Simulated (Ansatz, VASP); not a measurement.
# One calculation of ZnO, two programs

```
CELL_PARAMETERS angstrom
3.18819 0.00000 0.00000
-1.59409 2.76105 0.00000
0.00000 0.00000 5.42264
ATOMIC_POSITIONS crystal
Zn 0.66667 0.33333 0.50681
Zn 0.33333 0.66667 0.00681
O 0.66667 0.33333 0.87350
O 0.33333 0.66667 0.37350
```

Alike in both runs: task single point; functional PBEsol; k mesh 12 × 12 × 6; occupations gaussian, width 0.02 eV; no spin polarisation.

```csv
,VASP,Ansatz
version,VASP 6.6.1,Ansatz 0.2.0
potentials or method,"VASP PAW PBE potentials, release 64 (Zn, O), cutoff 520 eV","scalar-relativistic, plane waves, PAW"
valence electrons in the cell,36,36
```

VASP gave:

| Property | Result |
| --- | --- |
| gap on the k mesh at the Fermi level (eV) | 0.58 |
| least direct gap on the mesh (eV) | 0.58 |
| pressure (GPa) | -1.2 |
| traceless stress, the component that is largest in VASP (GPa) | -4.28 |
| rms of the force components (eV/Å) | 0.007 |

Q: Estimate Ansatz's values.

A: gap on the k mesh at the Fermi level (eV): 0.60; least direct gap on the mesh (eV): 0.60; pressure (GPa): -2.1; traceless stress, the component that is largest in VASP (GPa): -4.25; rms of the force components (eV/Å): 0.000.

VASP's potentials were made for PBE, not for PBEsol. Atom by atom the forces differ by 0.007 eV/Å (rms over components).
